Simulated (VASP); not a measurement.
# Si (P6_3/mmc) in VASP: single point with PBEsol

Aim: the single point of Si with PBEsol.

Program: VASP 6.6.1. These are calculated values, not measurements. Logs are shortened: lines on timing, memory, paths and dates and some standing lists are left out, and cuts for length are marked.

**1. The cell of the first run**

It takes space group P6_3/mmc (No. 194, hexagonal). Conventional cell: a = 3.824 Å, b = 3.824 Å, c = 6.325 Å, α = 90.00°, β = 90.00°, γ = 120.00°. Within 3.1 Å of Si (site symmetry 3m) lie 4 Si at 2.35 to 2.37 Å.

**2. Single point, PBEsol**

Input file INCAR:

```
SYSTEM = Si
ALGO = Normal
EDIFF = 1E-6
ENCUT = 500
GGA = PS
GGA_COMPAT = .FALSE.
ISIF = 2
ISMEAR = 0
LASPH = .TRUE.
LCHARG = .FALSE.
LREAL = .FALSE.
LWAVE = .FALSE.
NBANDS = 16
NELM = 120
PREC = Accurate
SIGMA = 0.01
```

Input file KPOINTS:

```
k-points
0
G
  6 6 4
  0 0 0
```

Input file POSCAR:

```
Si
1.0
    3.8244672855      0.0000000000      0.0000000000
   -1.9122336428      3.3120858252      0.0000000000
    0.0000000000      0.0000000000      6.3251269724
Si
4
Direct
    0.3333333333      0.6666666667      0.0000235300
    0.6666666667      0.3333333333      0.5000235300
    0.3333333333      0.6666666667      0.3739764700
    0.6666666667      0.3333333333      0.8739764700
```

Potentials or basis: VASP PAW PBE potentials, release 64 (Si).

Started as:

```
> cat potpaw_PBE.64/Si/POTCAR > POTCAR
> mpirun -np 1 vasp_std > vasp.out
```

OUTCAR:

```text
SYSTEM = Si
   EDIFF = 1E-6
   ENCUT = 500
   GGA = PS
   ISIF = 2
   ISMEAR = 0
   LASPH = .TRUE.
   LREAL = .FALSE.
   NELM = 120
   PREC = Accurate

 ion  position               nearest neighbor table
   1  0.333  0.667  0.000-   4 2.35   4 2.35   4 2.35   3 2.37
   2  0.667  0.333  0.500-   3 2.35   3 2.35   3 2.35   4 2.37
   3  0.333  0.667  0.374-   2 2.35   2 2.35   2 2.35   1 2.37
   4  0.667  0.333  0.874-   1 2.35   1 2.35   1 2.35   2 2.37

  LATTYP: Found a hexagonal cell.
 ALAT       =     3.8244672855
 C/A-ratio  =     1.6538583024

  Lattice vectors:

 A1 = (   3.8244672855,   0.0000000000,   0.0000000000)
 A2 = (  -1.9122336428,   3.3120858252,   0.0000000000)
 A3 = (   0.0000000000,   0.0000000000,   6.3251269724)

Analysis of symmetry for initial positions (statically):
=====================================================================
 Subroutine PRICEL returns:
 Original cell was already a primitive cell.

 Routine SETGRP: Setting up the symmetry group for a
 hexagonal supercell.

 Subroutine GETGRP returns: Found 24 space group operations
 (whereof  6 operations were pure point group operations)
 out of a pool of 24 trial point group operations.

The static configuration has the point symmetry C_3v.
 The point group associated with its full space group is D_6h.

Analysis of symmetry for dynamics (positions and initial velocities):
=====================================================================
 Subroutine PRICEL returns:
 Original cell was already a primitive cell.

 Routine SETGRP: Setting up the symmetry group for a
 hexagonal supercell.

 Subroutine GETGRP returns: Found 24 space group operations
 (whereof  6 operations were pure point group operations)
 out of a pool of 24 trial point group operations.

The dynamic configuration has the point symmetry C_3v.
 The point group associated with its full space group is D_6h.

 Subroutine INISYM returns: Found 24 space group operations
 (whereof  6 operations are pure point group operations),
 and found     1 'primitive' translations

----------------------------------------------------------------------------------------

                                     Primitive cell

[... 87 lines left out ...]
   LASPH  =      T    aspherical Exc in radial PAW
   ENCUT  =  500.0 eV  36.75 Ry    6.06 a.u.   6.97  6.97 11.53*2*pi/ulx,y,z
   NELM   =    120;   NELMIN=  2; NELMDL= -5     # of ELM steps
   EDIFF  = 0.1E-05   stopping-criterion for ELM
   LREAL  =      F    real-space projection
   EDIFFG = 0.1E-04   stopping-criterion for IOM
   NSW    =      0    number of steps for IOM
   IBRION =     -1    ionic relax: 0-MD 1-quasi-New 2-CG
   NFREE  =      0    steps in history (QN), initial steepest desc. (CG)
   ISIF   =      2    stress and relaxation
   ISYM   =      2    0-nonsym 1-usesym 2-fastsym
   POTIM  = 0.5000    time-step for ionic-motion
   TEBEG  =    0.0;   TEEND  =   0.0 temperature during run
   PSTRESS=    0.0 pullay stress
   NELECT =      16.0000    total number of electrons
   NUPDOWN=      -1.0000    fix difference up-down
   EMIN   =  10.00;   EMAX   =-10.00  energy-range for DOS
   EFERMI =   0.00;   METHOD = LEGACY
   ISMEAR =     0;   SIGMA  =   0.01  broadening in eV -4-tet -1-fermi 0-gaus
   EFERMI_NEDOS =   21; number of points for ismear=-14 and -15
   IALGO  =     38    algorithm
   IMIX   =      4    mixing-type and parameters
     AMIX     =   0.40;   BMIX     =  1.00
     AMIX_MAG =   1.60;   BMIX_MAG =  1.00
  volume/ion in A,a.u.               =      20.03       135.17
  Fermi-wavevector in a.u.,A,eV,Ry     =   0.956902  1.808283 12.458336  0.915662
  Thomas-Fermi vector in A             =   2.085872
   LORBIT       =      0    0 simple, 1 ext, 2 COOP (PROOUT), +10 PAW based schemes
   GGA     = PS    functional components
   LHFCALC =     F    Hartree Fock is set to
   AEXX    =    0.0000 exact exchange contribution
   IVDW    =     0    specifies the selected vdW correction
   LEPSILON=     F    determine dielectric tensor
   LRPA    =     F    only Hartree local field effects (RPA)
 non-spin polarized calculation
 Gauss-broadening in eV      SIGMA  =   0.01
  energy-cutoff  :      500.00
  volume of cell :       80.12
 maximum number of plane-waves:      2048
 NGX is ok and might be reduce to    28
   NGX = 13   NGY = 13   NGZ = 23

 number of electron      15.9999999 magnetization

 Free energy of the ion-electron system (eV)
  ---------------------------------------------------
  ext. energy  EPLUGINS =         0.00000000
  ---------------------------------------------------
  free energy    TOTEN  =       -22.92067572 eV

  energy without entropy =      -22.92067572  energy(sigma->0) =      -22.92067572

 E-fermi :   6.1348     XC(G=0):  -9.5446

 val. band max:        6.0520355456   @ k =   0.0000   0.0000   0.0000
 cond. band min:       6.3378993910   @ k =   0.5000  -0.0000   0.0000
 fundamental gap:      0.2858638454
 Fermi energy:         6.1348209442

 k-point     1 :       0.0000    0.0000    0.0000
  band No.  band energies     occupation
      1      -6.2128      2.00000
      2      -3.9030      2.00000
      3      -1.2421      2.00000
      4       4.5172      2.00000
      5       4.5172      2.00000
      6       5.6882      2.00000
[... 376 lines left out ...]
      3      -1.4102      2.00000
      4      -1.4102      2.00000
      5       1.4803      2.00000
      6       1.4803      2.00000
[... 8 lines left out ...]
     15      12.2557      0.00000
     16      12.2557      0.00000

------------------------ aborting loop because EDIFF is reached ----------------------------------------

  FORCE on cell =-STRESS in cart. coord.  units (eV):
  Direction    XX          YY          ZZ          XY          YZ          ZX
  --------------------------------------------------------------------------------------
  -------------------------------------------------------------------------------------
  Total        0.1397868      0.1397868     -0.0190985     -0.0000000      0.0000000      0.0000000
  in kB        2.7953428      2.7953428     -0.3819156     -0.0000000      0.0000000      0.0000000
  external PRESSURE =       1.7362567 kB  Pullay stress =       0.0000000 kB

 VOLUME and BASIS-vectors are now :
 -----------------------------------------------------------------------------
  energy-cutoff  :      500.00
  volume of cell :       80.12
      direct lattice vectors                 reciprocal lattice vectors
     3.824467285  0.000000000  0.000000000     0.261474324  0.150962272  0.000000000
    -1.912233643  3.312085825  0.000000000     0.000000000  0.301924543  0.000000000
     0.000000000  0.000000000  6.325126972     0.000000000  0.000000000  0.158099593

 POSITION                                       TOTAL-FORCE (eV/Angst)
 -----------------------------------------------------------------------------------
     -0.00000      2.20806      0.00015        -0.000000      0.000000     -0.010656
      1.91223      1.10403      3.16271        -0.000000     -0.000000     -0.010656
     -0.00000      2.20806      2.36545        -0.000000     -0.000000      0.010656
      1.91223      1.10403      5.52801         0.000000     -0.000000      0.010656
 -----------------------------------------------------------------------------------
    total drift:                               -0.000000      0.000000      0.000000

  FREE ENERGIE OF THE ION-ELECTRON SYSTEM (eV)
  ---------------------------------------------------
  free  energy   TOTEN  =       -22.9206757237 eV

  energy  without entropy=      -22.9206757237  energy(sigma->0) =      -22.92067572
```

stdout:

```text
POSCAR found type information on POSCAR Si
 POSCAR found :  1 types and       4 ions
 scaLAPACK will be used
 -----------------------------------------------------------------------------
|                                                                             |
|                                                                             |
|     You enforced a specific xc type in the INCAR file but a different       |
|     I HOPE YOU KNOW WHAT YOU ARE DOING!                                     |
|                                                                             |
 -----------------------------------------------------------------------------

 LDA part: xc-table for (Slater+PW92), standard interpolation
 POSCAR, INCAR and KPOINTS ok, starting setup
 FFT: planning ... GRIDC
 FFT: planning ... GRID_SOFT
 FFT: planning ... GRID
 WAVECAR not read
 entering main loop
```

Run time: 25 s. Hardware: 1 thread of Intel Xeon Platinum 8259CL at 2.50GHz (Skylake/Cascade Lake), shared host; peak memory 0.18 GiB.

Results:

| Quantity | Value |
| --- | --- |
| Free energy | -22.9207 eV |
| Pressure | 0.2 GPa |
| Largest force | 0.011 eV/Å |
| Band gap on the k mesh | 0.29 eV, indirect (least direct gap 0.97 eV) |

Forces on the atoms (eV/Å):
```
Si   0.000  0.000 -0.011
Si   0.000  0.000 -0.011
Si   0.000  0.000  0.011
Si   0.000  0.000  0.011
```

Caveat: the PAW data sets were made with another functional, which shifts forces and pressure a little. A k mesh can miss the band edges.
